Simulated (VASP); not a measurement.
A run of VASP 6.6.1 is set up as follows.

INCAR

```
PREC = Accurate
ENCUT = 520
EDIFF = 1E-6
ISMEAR = 0
SIGMA = 0.03
LREAL = False
LASPH = True
NELM = 80
ALGO = Normal
ISIF = 2
LWAVE = False
LCHARG = False
GGA = PS
NBANDS = 30
```

Contents of KPOINTS:

```
Automatic mesh
0
Gamma
  6 6 6
```

The input POSCAR:

```
CsSnI3
1.0
    6.4539280000      0.0000000000      0.0000000000
    0.0000000000      6.4539280000      0.0000000000
    0.0000000000      0.0000000000      6.7021560000
Cs Sn I
1 1 3
Direct
    0.0000000000      0.0000000000      0.0000000000
    0.5000000000      0.5000000000      0.5000000000
    0.0000000000      0.5000000000      0.5000000000
    0.5000000000      0.0000000000      0.5000000000
    0.5000000000      0.5000000000      0.0000000000
```

Potentials or basis: VASP PAW PBE potentials, release 64 (Cs_sv, Sn_d, I).

Command:

```sh
$ cat potpaw_PBE.64/Cs_sv/POTCAR potpaw_PBE.64/Sn_d/POTCAR potpaw_PBE.64/I/POTCAR > POTCAR
$ mpirun -np 1 vasp_std > vasp.out
```

Problem. What does it give for the pressure?

Solution. -2.2 GPa.

Problem. Predict the band gap on the k mesh.

Solution. 0.72 eV.

Stress tensor (GPa, compression positive):
```
-2.01  0.00  0.00
 0.00 -2.01  0.00
 0.00  0.00 -2.55
```

Caveat: the cell differs from its parent crystal (strain +0.040 along x and y, +0.080 along z); the PAW data sets were made with another functional, which shifts forces and pressure a little; spin-orbit coupling is left out, which moves the levels of the heavy elements. A k mesh can miss the band edges.
